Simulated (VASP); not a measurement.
# SnS (Pnma) in VASP: a series of runs

Runs on SnS. Level: PBE. Tasks: single point.

Everything below comes from runs of VASP 6.6.1. Logs are shortened: lines on timing, memory, paths and dates and some standing lists are left out, and cuts for length are marked.

## Step 1: The cell of the first run

Symmetry: Pnma, No. 62, orthorhombic system. The conventional cell has a = 11.320 Å, b = 4.050 Å, c = 4.115 Å, α = 90.00°, β = 90.00°, γ = 90.00°. Within 3.5 Å of Sn (site symmetry m) lie 6 S at 2.63 to 3.44 Å and 2 Sn at 3.48 Å. Within 3.5 Å of S (site symmetry m) lie 6 Sn at 2.63 to 3.44 Å.

## Step 2: Single point, PBE (z stretched by -3 %, then relaxed in part)

Contents of INCAR:

```
SYSTEM = SnS
ALGO = Normal
EDIFF = 1E-6
ENCUT = 500
GGA = PE
GGA_COMPAT = .False.
ISIF = 2
ISMEAR = -1
LASPH = .True.
LCHARG = .False.
LREAL = .False.
LWAVE = .False.
NBANDS = 50
NELM = 120
PREC = Accurate
SIGMA = 0.02
```

Contents of KPOINTS:

```
k-points
0
Gamma
  4 11 10
  0 0 0
```

Contents of POSCAR:

```
SnS
1.0
   11.3200000000      0.0000000000      0.0000000000
    0.0000000000      4.0500000000      0.0000000000
    0.0000000000      0.0000000000      4.1147400000
Sn S
4 4
Direct
    0.1203749805      0.2500000000      0.0903673421
    0.3796250195      0.7500000000      0.5903673421
    0.6203749805      0.2500000000      0.4096326579
    0.8796250195      0.7500000000      0.9096326579
    0.8515067832      0.2500000000      0.4775227930
    0.6484932168      0.7500000000      0.9775227930
    0.3515067832      0.2500000000      0.0224772070
    0.1484932168      0.7500000000      0.5224772070
```

Potentials or basis: VASP PAW PBE potentials, release 64 (Sn_d, S).

The run is started by

```console
cat potpaw_PBE.64/Sn_d/POTCAR potpaw_PBE.64/S/POTCAR > POTCAR
mpirun -np 1 vasp_std > vasp.out
```

OUTCAR:

```text
SYSTEM = SnS
   EDIFF = 1E-6
   ENCUT = 500
   GGA = PE
   ISIF = 2
   ISMEAR = -1
   LASPH = .True.
   LREAL = .False.
   NELM = 120
   PREC = Accurate

 ion  position               nearest neighbor table
   1  0.120  0.250  0.090-   7 2.63   8 2.71   8 2.71   8 3.11   8 3.11   4 3.48   4 3.48
   2  0.380  0.750  0.590-   8 2.63   7 2.71   7 2.71   7 3.11   7 3.11   3 3.48   3 3.48
   3  0.620  0.250  0.410-   5 2.63   6 2.71   6 2.71   6 3.11   6 3.11   2 3.48   2 3.48
   4  0.880  0.750  0.910-   6 2.63   5 2.71   5 2.71   5 3.11   5 3.11   1 3.48   1 3.48
   5  0.852  0.250  0.478-   3 2.63   4 2.71   4 2.71   4 3.11   4 3.11
   6  0.648  0.750  0.978-   4 2.63   3 2.71   3 2.71   3 3.11   3 3.11
   7  0.352  0.250  0.022-   1 2.63   2 2.71   2 2.71   2 3.11   2 3.11
   8  0.148  0.750  0.522-   2 2.63   1 2.71   1 2.71   1 3.11   1 3.11

  LATTYP: Found a simple orthorhombic cell.
 ALAT       =     4.0500000000
 B/A-ratio  =     1.0159851852
 C/A-ratio  =     2.7950617284

  Lattice vectors:

 A1 = (   0.0000000000,   4.0500000000,   0.0000000000)
 A2 = (   0.0000000000,   0.0000000000,   4.1147400000)
 A3 = (  11.3200000000,   0.0000000000,   0.0000000000)

Analysis of symmetry for initial positions (statically):
=====================================================================
 Subroutine PRICEL returns:
 Original cell was already a primitive cell.

 Routine SETGRP: Setting up the symmetry group for a
 simple orthorhombic supercell.

 Subroutine GETGRP returns: Found  8 space group operations
 (whereof  2 operations were pure point group operations)
 out of a pool of  8 trial point group operations.

The static configuration has the point symmetry S_2 .
 The point group associated with its full space group is D_2h.

Analysis of symmetry for dynamics (positions and initial velocities):
=====================================================================
 Subroutine PRICEL returns:
 Original cell was already a primitive cell.

 Routine SETGRP: Setting up the symmetry group for a
 simple orthorhombic supercell.

 Subroutine GETGRP returns: Found  8 space group operations
 (whereof  2 operations were pure point group operations)
 out of a pool of  8 trial point group operations.

The dynamic configuration has the point symmetry S_2 .
 The point group associated with its full space group is D_2h.

 Subroutine INISYM returns: Found  8 space group operations
 (whereof  2 operations are pure point group operations),
 and found     1 'primitive' translations

----------------------------------------------------------------------------------------

                                     Primitive cell

  volume of cell :     188.6444

  direct lattice vectors                    reciprocal lattice vectors
    11.320000000  0.000000000  0.000000000     0.088339223  0.000000000  0.000000000
     0.000000000  4.050000000  0.000000000     0.000000000  0.246913580  0.000000000
     0.000000000  0.000000000  4.114740000     0.000000000  0.000000000  0.243028721

  length of vectors
    11.320000000  4.050000000  4.114740000     0.088339223  0.246913580  0.243028721

  position of ions in fractional coordinates (direct lattice)
     0.120374981  0.250000000  0.090367342
     0.379625019  0.750000000  0.590367342
     0.620374981  0.250000000  0.409632658
     0.879625019  0.750000000  0.909632658
     0.851506783  0.250000000  0.477522793
     0.648493217  0.750000000  0.977522793
     0.351506783  0.250000000  0.022477207
     0.148493217  0.750000000  0.522477207

  ion indices of the primitive-cell ions
   primitive index   ion index
                 1           1
                 2           2
                 3           3
                 4           4
                 5           5
                 6           6
                 7           7
                 8           8

----------------------------------------------------------------------------------------

 KPOINTS: k-points

Automatic generation of k-mesh.
 Grid dimensions read from file:
 generate k-points for:    4   11   10

 Generating k-lattice:

  Cartesian coordinates                     Fractional coordinates (reciprocal lattice)
     0.022084806  0.000000000  0.000000000     0.250000000  0.000000000  0.000000000
     0.000000000  0.022446689  0.000000000     0.000000000  0.090909091  0.000000000
     0.000000000  0.000000000  0.024302872     0.000000000  0.000000000  0.100000000

  Length of vectors
     0.022084806  0.022446689  0.024302872

  Shift w.r.t. Gamma in fractional coordinates (k-lattice)
     0.000000000  0.000000000  0.000000000

 Subroutine IBZKPT returns following result:
 ===========================================

 Found    108 irreducible k-points:

 Following reciprocal coordinates:
            Coordinates               Weight
  0.000000  0.000000  0.000000      1.000000
  0.250000  0.000000  0.000000      2.000000
  0.500000  0.000000  0.000000      1.000000
  0.000000  0.090909  0.000000      2.000000
  0.250000  0.090909  0.000000      4.000000
  0.500000  0.090909  0.000000      2.000000
[... 16 lines left out ...]
  0.250000  0.090909  0.100000      8.000000
  0.500000  0.090909  0.100000      4.000000
 [... further k-points ...]
   k-points           NKPTS =    108   k-points in BZ     NKDIM =    108   number of bands    NBANDS=     50
   number of dos      NEDOS =    301   number of ions     NIONS =      8
   total plane-waves  NPLWV =  75600
   dimension x,y,z NGX =    84 NGY =   30 NGZ =   30
   dimension x,y,z NGXF=   168 NGYF=   60 NGZF=   60
   ions per type =               4   4
   NGX,Y,Z   is equivalent  to a cutoff of  12.34, 12.31, 12.12 a.u.
   NGXF,Y,Z  is equivalent  to a cutoff of  24.67, 24.63, 24.24 a.u.
 SYSTEM =  SnS
   PREC   = accura    normal or accurate (medium, high low for compatibility)
   ISTART =      0    job   : 0-new  1-cont  2-samecut
   ICHARG =      2    charge: 1-file 2-atom 10-const
   ISPIN  =      1    spin polarized calculation?
   LNONCOLLINEAR =      F non collinear calculations
   LSORBIT =      F    spin-orbit coupling
   LASPH  =      T    aspherical Exc in radial PAW
   ENCUT  =  500.0 eV  36.75 Ry    6.06 a.u.  20.64  7.38  7.50*2*pi/ulx,y,z
   NELM   =    120;   NELMIN=  2; NELMDL= -5     # of ELM steps
   EDIFF  = 0.1E-05   stopping-criterion for ELM
   LREAL  =      F    real-space projection
   EDIFFG = 0.1E-04   stopping-criterion for IOM
   NSW    =      0    number of steps for IOM
   IBRION =     -1    ionic relax: 0-MD 1-quasi-New 2-CG
   NFREE  =      0    steps in history (QN), initial steepest desc. (CG)
   ISIF   =      2    stress and relaxation
   ISYM   =      2    0-nonsym 1-usesym 2-fastsym
   POTIM  = 0.5000    time-step for ionic-motion
   TEBEG  =    0.0;   TEEND  =   0.0 temperature during run
   PSTRESS=    0.0 pullay stress
   NELECT =      80.0000    total number of electrons
   NUPDOWN=      -1.0000    fix difference up-down
   EMIN   =  10.00;   EMAX   =-10.00  energy-range for DOS
   EFERMI =   0.00;   METHOD = LEGACY
   ISMEAR =    -1;   SIGMA  =   0.02  broadening in eV -4-tet -1-fermi 0-gaus
   EFERMI_NEDOS =   21; number of points for ismear=-14 and -15
   IALGO  =     38    algorithm
   IMIX   =      4    mixing-type and parameters
     AMIX     =   0.40;   BMIX     =  1.00
     AMIX_MAG =   1.60;   BMIX_MAG =  1.00
  volume/ion in A,a.u.               =      23.58       159.13
  Fermi-wavevector in a.u.,A,eV,Ry     =   1.229958  2.324283 20.582842  1.512796
  Thomas-Fermi vector in A             =   2.364825
   LORBIT       =      0    0 simple, 1 ext, 2 COOP (PROOUT), +10 PAW based schemes
   GGA     = PE    functional components
   LHFCALC =     F    Hartree Fock is set to
   AEXX    =    0.0000 exact exchange contribution
   IVDW    =     0    specifies the selected vdW correction
   LEPSILON=     F    determine dielectric tensor
   LRPA    =     F    only Hartree local field effects (RPA)
 non-spin polarized calculation
  energy-cutoff  :      500.00
  volume of cell :      188.64
 maximum number of plane-waves:      4834
 NGX is ok and might be reduce to    84
   NGX = 41   NGY = 15   NGZ = 15

 number of electron      80.0000037 magnetization

 Free energy of the ion-electron system (eV)
  ---------------------------------------------------
  ext. energy  EPLUGINS =         0.00000000
  ---------------------------------------------------
  free energy    TOTEN  =       -35.32030955 eV

  energy without entropy =      -35.32030954  energy(sigma->0) =      -35.32030955

 E-fermi :   6.8291     XC(G=0):  -9.9885

 val. band max:        6.5665336009   @ k =   0.0000   0.0000   0.4000
 cond. band min:       7.0794034253   @ k =   0.0000   0.0000   0.0000
 fundamental gap:      0.5128698244
 Fermi energy:         6.8290850678

 k-point     1 :       0.0000    0.0000    0.0000
  band No.  band energies     occupation
      1     -14.8031      2.00000
      2     -14.7971      2.00000
      3     -14.7899      2.00000
      4     -14.7871      2.00000
      5     -14.7792      2.00000
      6     -14.7746      2.00000
[... 42 lines left out ...]
     49      11.4963      0.00000
     50      11.8748      0.00000

 k-point     2 :       0.2500    0.0000    0.0000
  band No.  band energies     occupation
      1     -14.8013      2.00000
      2     -14.7964      2.00000
      3     -14.7911      2.00000
      4     -14.7899      2.00000
      5     -14.7788      2.00000
      6     -14.7755      2.00000
[... 42 lines left out ...]
     49      11.6604      0.00000
     50      11.6800      0.00000

 k-point     3 :       0.5000    0.0000    0.0000
  band No.  band energies     occupation
      1     -14.7969      2.00000
      2     -14.7969      2.00000
      3     -14.7931      2.00000
      4     -14.7931      2.00000
      5     -14.7775      2.00000
      6     -14.7775      2.00000
[... 42 lines left out ...]
     49      11.9492      0.00000
     50      11.9645      0.00000

 k-point     4 :       0.0000    0.0909    0.0000
  band No.  band energies     occupation
      1     -14.8004      2.00000
      2     -14.7959      2.00000
      3     -14.7889      2.00000
      4     -14.7850      2.00000
      5     -14.7801      2.00000
      6     -14.7772      2.00000
[... 999 lines left out ...]
 k-point    23 :       0.2500    0.0909    0.1000
  band No.  band energies     occupation
      1     -14.7983      2.00000
      2     -14.7934      2.00000
      3     -14.7887      2.00000
      4     -14.7875      2.00000
      5     -14.7809      2.00000
      6     -14.7789      2.00000
[... 42 lines left out ...]
     49      11.4383      0.00000
     50      11.6127      0.00000

 k-point    24 :       0.5000    0.0909    0.1000
  band No.  band energies     occupation
      1     -14.7942      2.00000
      2     -14.7942      2.00000
      3     -14.7904      2.00000
      4     -14.7904      2.00000
      5     -14.7801      2.00000
      6     -14.7801      2.00000
[... 42 lines left out ...]
     49      11.7165      0.00000
     50      11.7200      0.00000

 [... further k-points ...]

------------------------ aborting loop because EDIFF is reached ----------------------------------------

  FORCE on cell =-STRESS in cart. coord.  units (eV):
  Direction    XX          YY          ZZ          XY          YZ          ZX
  --------------------------------------------------------------------------------------
  -------------------------------------------------------------------------------------
  Total        2.1923756      2.7491632      3.8389189      0.0000000      0.0000000      0.0000000
  in kB       18.6200865     23.3489450     32.6043591      0.0000000      0.0000000      0.0000000
  external PRESSURE =      24.8577969 kB  Pullay stress =       0.0000000 kB

 VOLUME and BASIS-vectors are now :
 -----------------------------------------------------------------------------
  energy-cutoff  :      500.00
  volume of cell :      188.64
      direct lattice vectors                 reciprocal lattice vectors
    11.320000000  0.000000000  0.000000000     0.088339223  0.000000000  0.000000000
     0.000000000  4.050000000  0.000000000     0.000000000  0.246913580  0.000000000
     0.000000000  0.000000000  4.114740000     0.000000000  0.000000000  0.243028721

 POSITION                                       TOTAL-FORCE (eV/Angst)
 -----------------------------------------------------------------------------------
      1.36264      1.01250      0.37184        -0.001183     -0.000000     -0.006904
      4.29736      3.03750      2.42921         0.001183     -0.000000     -0.006904
      7.02264      1.01250      1.68553        -0.001183      0.000000      0.006904
      9.95736      3.03750      3.74290         0.001183      0.000000      0.006904
      9.63906      1.01250      1.96488         0.003004      0.000000     -0.004838
      7.34094      3.03750      4.02225        -0.003004     -0.000000     -0.004838
      3.97906      1.01250      0.09249         0.003004      0.000000      0.004838
      1.68094      3.03750      2.14986        -0.003004      0.000000      0.004838
 -----------------------------------------------------------------------------------
    total drift:                                0.000000     -0.000000     -0.000000

  FREE ENERGIE OF THE ION-ELECTRON SYSTEM (eV)
  ---------------------------------------------------
  free  energy   TOTEN  =       -35.3203095534 eV

  energy  without entropy=      -35.3203095428  energy(sigma->0) =      -35.32030955
```

Wall time 16 min (1 thread of Intel Xeon Platinum 8375C at 2.90GHz (Ice Lake), shared host); peak memory 0.73 GiB.

What came out:

| Property | Result |
| --- | --- |
| Free energy | -35.3203 eV |
| Pressure | 2.5 GPa |
| Largest force | 0.007 eV/Å |
| Band gap on the k mesh | 0.51 eV (least direct gap 1.00 eV) |

Forces in eV/Å, atoms in the order of the input:
```
Sn  -0.001  0.000 -0.007
Sn   0.001  0.000 -0.007
Sn  -0.001  0.000  0.007
Sn   0.001  0.000  0.007
S    0.003  0.000 -0.005
S   -0.003  0.000 -0.005
S    0.003  0.000  0.005
S   -0.003  0.000  0.005
```

Stress tensor (GPa, compression positive):
```
1.86 0.00 0.00
0.00 2.33 0.00
0.00 0.00 3.26
```

Levels at points of the mesh, in eV from the valence-band top:
```csv
k point,band 37,band 38,band 39,band 40,band 41,band 42,band 43,band 44
"(0.00, 0.00, 0.00)",-2.12,-1.64,-0.72,-0.66,0.51,3.20,3.21,3.39
"(0.50, 0.00, 0.00)",-2.32,-2.32,-0.67,-0.67,2.51,2.51,2.96,2.96
"(0.00, 0.00, 0.50)",-0.99,-0.99,-0.18,-0.18,1.37,1.37,1.68,1.68
"(0.50, 0.00, 0.50)",-0.79,-0.79,-0.08,-0.08,1.27,1.27,1.62,1.62
```

Caveat: the cell differs from its parent crystal (z stretched by -3 %, then relaxed in part); semilocal functionals underestimate gaps, and a narrow one can read as zero; spin-orbit coupling is left out, which moves the levels of the heavy elements. A k mesh can miss the band edges.

(Continued in part 2 of 2.)
